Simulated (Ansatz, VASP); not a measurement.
**NaH: VASP beside Ansatz**

Contents of INCAR:

```
ALGO = Normal
EDIFF = 1E-6
ENCUT = 520
GGA = PS
ISIF = 2
ISMEAR = -1
LASPH = T
LCHARG = F
LREAL = F
LWAVE = F
NBANDS = 11
NELM = 60
PREC = Accurate
SIGMA = 0.05
```

Contents of KPOINTS:

```
k-points
0
Gamma
  9 9 9
```

Contents of POSCAR:

```
NaH
1.0
    0.0000000000      2.3901901053      2.3901901053
    2.3901901053      0.0000000000      2.3901901053
    2.3901901053      2.3901901053      0.0000000000
Na H
1 1
Direct
    0.0000000000      0.0000000000      0.0000000000
    0.5000000000      0.5000000000      0.5000000000
```

The input input.yaml:

```yaml
crystal:
  lattice:
    - [0.0, 2.3901901053, 2.3901901053]
    - [2.3901901053, 0.0, 2.3901901053]
    - [2.3901901053, 2.3901901053, 0.0]
  atoms:
    - { symbol: Na, position: [0.0, 0.0, 0.0] }
    - { symbol: H, position: [0.5, 0.5, 0.5] }
kpoints:
  mp_grid: { grid: [9, 9, 9] }
scf:
  occupations: { method: fermi_dirac, width: 0.05 }
hamiltonian:
  xc: pbesol
  pseudopotentials: { kind: all_electron, lapw: { basis_error: 0.001 } }
output:
  forces: true
  stress: true
  eigenvalues: true
```

Change from the starting cell: volume scaled by 0.94.

Alike in both runs: task single point; functional PBEsol; k mesh 9 × 9 × 9; occupations fermi-dirac, width 0.05 eV; no spin polarisation.

|  | VASP | Ansatz |
| --- | --- | --- |
| version | VASP 6.6.1 | Ansatz 0.2.0 |
| potentials or method | VASP PAW PBE potentials, release 64 (Na_pv, H), cutoff 520 eV | all-electron LAPW, scalar-relativistic |

```csv
,VASP,Ansatz,Ansatz less VASP
gap on the k mesh at the Fermi level (eV),3.93,3.93,+0.002
least direct gap on the mesh (eV),4.68,4.68,+0.002
pressure (GPa),0.2,0.2,+0.02
```

VASP's potentials were made for PBE, not for PBEsol. Ansatz ran all-electron here, and VASP with PAW potentials.
